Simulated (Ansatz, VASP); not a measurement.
BAs in VASP and in Ansatz

```
B As
1.0
     0.00000    2.35622    2.35622
     2.35622    0.00000    2.35622
     2.35622    2.35622    0.00000
B As
1 1
Direct
  0.00000 0.00000 0.00000
  0.25000 0.25000 0.25000
```

Change from the starting cell: volume scaled by 0.96, ions relaxed.

Alike in both runs: functional PBE; k mesh 16 × 16 × 16; occupations fermi-dirac, width 0.02 eV; no spin polarisation.

Ansatz relaxed the structure, and its values are those at the end. VASP's run is a single point on that final structure, the one shown.

|  | VASP | Ansatz |
| --- | --- | --- |
| version | VASP 6.6.1 | Ansatz 0.2.0 |
| potentials or method | VASP PAW PBE potentials, release 64 (B, As_d) | plane-wave PAW, scalar-relativistic |
| plane-wave cutoff (eV) | 560 | 420 |
| valence electrons in the cell | 18 | 18 |

|  | VASP | Ansatz | Ansatz less VASP |
| --- | --- | --- | --- |
| gap on the k mesh at the Fermi level (eV) | 1.16 | 1.16 | -0.002 |
| pressure (GPa) | 8.8 | 9.1 | +0.26 |

With one functional, cell and mesh, what is left measures potentials, basis and numerics. Ansatz's warnings: stress scf threshold loose.
